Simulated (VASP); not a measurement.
Si, 2 atoms in the cell. The structure is cubic, space group Fd-3m (No. 227). The conventional cell has a = 4.968 Å, b = 4.968 Å, c = 4.968 Å, α = 90.00°, β = 90.00°, γ = 90.00°. Si (site symmetry -43m) has 4 Si at 2.15 Å within 2.8 Å.  This cell differs from its parent crystal: volume scaled by 0.760.

```yaml
Program: VASP 6.6.1
Task: single point
Functional: r2SCAN
Potentials_or_basis: VASP PAW PBE potentials, release 64 (Si)
Cutoff: 520 eV
k_mesh: 16 × 16 × 16
Occupations: gaussian, width 0.05 eV
Spin: no spin polarisation
Dipole_correction: no
Further_INCAR_settings: ALGO = Normal; EDIFF = 1e-06; NBANDS = 11
```

Potentials or basis: VASP PAW PBE potentials, release 64 (Si).

Run with:

```bash
$ cat potpaw_PBE.64/Si/POTCAR > POTCAR
$ cp INCAR.step1 INCAR
$ mpirun -np 1 vasp_std > vasp.out
$ cp INCAR.step2 INCAR
$ mpirun -np 1 vasp_std > vasp.out
```

Hardware: 1 thread of Intel(R) Xeon(R) Platinum 8488C (Sapphire Rapids), with other jobs on the host.

Q: How long does it take, and how much memory?

A: Wall time 2.4 min on 1 thread of Intel(R) Xeon(R) Platinum 8488C (Sapphire Rapids), on a shared host, peak memory 0.18 GiB. Counts: k points 145.
